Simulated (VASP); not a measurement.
A run of VASP 6.6.1 is set up as follows.

The input INCAR:

```
SYSTEM = Si
PREC = Accurate
ENCUT = 520
EDIFF = 1E-7
ISMEAR = -1
SIGMA = 0.24
LREAL = Auto
LASPH = .True.
NELM = 80
ALGO = Normal
ISIF = 2
LWAVE = .False.
LCHARG = .False.
GGA = CA
NBANDS = 46
```

The input KPOINTS:

```
regular mesh
0
Gamma
  2 2 2
  0 0 0
```

The input POSCAR:

```
Si
1.0
    0.0000000000      5.5190320000      5.5190320000
    5.5190320000      0.0000000000      5.5190320000
    5.5190320000      5.5190320000      0.0000000000
Si
16
Direct
   -0.0051095917     -0.0936396093     -0.0080448890
    0.1423075641      0.0417283321      0.0947811138
    0.0342904335     -0.0733552551      0.4854565076
    0.0866093909      0.1563136434      0.6081863631
   -0.0870261307      0.5836168372     -0.0776947842
    0.1722675281      0.5176360637      0.0975986369
   -0.0201303417      0.5241680063      0.4537752272
    0.1645759619      0.5682699430      0.5941621647
    0.5500964662      0.1469460587     -0.0962125242
    0.7074881972      0.1621751785      0.1324054653
    0.4603071698      0.0294707478      0.4294865476
    0.6220927873      0.0850058489      0.5851297836
    0.5257262505      0.4828926522      0.0108352334
    0.5906742342      0.6588564806      0.1563589412
    0.5030501726      0.4940993276      0.5302469708
    0.6141384939      0.6621541604      0.6037924767
```

Potentials or basis: VASP PAW LDA potentials, release 64 (Si).

Launch:

```bash
$ cat potpaw_LDA.64/Si/POTCAR > POTCAR
$ mpirun -np 1 vasp_std > vasp.out
```

(1) Estimate the pressure.

(2) Estimate the largest force.

## Answers

(1) -5.6 GPa.

(2) 3.319 eV/Å.

Caveat: the k points lie up to 0.49 Å⁻¹ apart; forces of over 1 eV/Å act on the atoms, so gaps and moduli don't describe the material at rest.
